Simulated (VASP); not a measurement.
Input of a VASP 6.6.1 run:

File INCAR:

```
SYSTEM = Cr
PREC = Accurate ; ENCUT = 500
EDIFF = 1E-6 ; ISMEAR = -1
SIGMA = 0.1 ; LREAL = .FALSE.
LASPH = .TRUE. ; NELM = 120
ALGO = Normal ; ISIF = 2
LWAVE = .FALSE. ; LCHARG = .FALSE.
GGA = PE ; NBANDS = 12
GGA_COMPAT = .FALSE.
```

File KPOINTS:

```
Automatic mesh
0
G
  4 4 4
  0 0 0
```

The input POSCAR:

```
Cr
1.0
    1.4242148680      1.4242148680      1.4242148680
   -1.4242148680      1.4242148680      1.4242148680
   -1.4242148680     -1.4242148680      1.4242148680
Cr
1
Direct
    0.0000000000      0.0000000000      0.0000000000
```

Potentials or basis: VASP PAW PBE potentials, release 64 (Cr_pv).

Run with:

```bash
$ cat potpaw_PBE.64/Cr_pv/POTCAR > POTCAR
$ mpirun -np 1 vasp_std > vasp.out
```

Task: What does it give for the pressure?

Result: -1.6 GPa.

Task: Estimate the band gap on the k mesh.

Result: Zero (band 6 reaches 13.55 eV, above the bottom of band 7 at 10.17 eV).

Caveat: the k points lie up to 0.78 Å⁻¹ apart; the run has no spin polarisation, though such a crystal can be magnetic. Spin polarisation is off, so any magnetic state and its effect on volume and gap are missing.
